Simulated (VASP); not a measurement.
Set up this calculation in VASP 6.6.1, as the native input.

```
Task                   : relaxation of cell and atoms
Functional             : PBE
Potentials or basis    : VASP PAW PBE potentials, release 64 (Cu, F)
Cutoff                 : 600 eV
k mesh                 : 6 × 6 × 4
Occupations            : gaussian, width 0.1 eV
Spin                   : no spin polarisation
Dipole correction      : no
Further INCAR settings : ALGO = Normal; EDIFF = 1e-06; IBRION = 2; EDIFFG = -0.04; NSW = 90; ISIF = 3
```

The structure of CuF lies in POSCAR:

```
CuF
1.0
    3.0778297464      0.0000000000      0.0000000000
   -1.5389148732      2.6654787489      0.0000000000
    0.0000000000      0.0000000000      4.9290381992
Cu F
2 2
Direct
    0.3333333333      0.6666666667      0.0000000000
    0.6666666667      0.3333333333      0.5000000000
    0.3333333333      0.6666666667      0.3821000000
    0.6666666667      0.3333333333      0.8821000000
```

One way to write it, as run:

INCAR

```
PREC = Accurate ; ENCUT = 600
EDIFF = 1E-6 ; ISMEAR = 0
SIGMA = 0.1 ; LREAL = F
LASPH = T ; NELM = 60
ALGO = Normal ; ISIF = 3
LWAVE = F ; LCHARG = F
GGA = PE ; IBRION = 2
NSW = 90 ; EDIFFG = -0.04
```

KPOINTS

```
regular mesh
0
Gamma
  6 6 4
```

Potentials or basis: VASP PAW PBE potentials, release 64 (Cu, F).

Launch:

```bash
$ cat potpaw_PBE.64/Cu/POTCAR potpaw_PBE.64/F/POTCAR > POTCAR
$ mpirun -np 1 vasp_std > vasp.out
```

Results of the run:

| Item | Value |
| --- | --- |
| Relaxed volume | 14.41 Å³/atom |
| Relaxed cell | a = 3.462 Å, b = 3.462 Å, c = 5.556 Å, α = 90.00°, β = 90.00°, γ = 120.00° |
| Space group after relaxing (to 0.05 Å) | P6_3mc (No. 186) |
| Energy gained by relaxing | 534.9 meV/atom |
| Ionic steps | 4 |
| Pressure after relaxing | -0.2 GPa |
| Band gap on the k mesh | zero (band 18 reaches 2.68 eV, above the bottom of band 19 at 2.63 eV) |

Caveat: the k points lie up to 0.35 Å⁻¹ apart in the final cell; the volume moved by over 15 % at a fixed basis, so the end points are rough; semilocal functionals often make such compounds metallic where correlation or magnetic order opens a gap, which also shifts bond lengths.

It took 83 s on 1 thread of Intel(R) Xeon(R) Platinum 8488C (Sapphire Rapids) (shared host), peak memory 0.19 GiB.
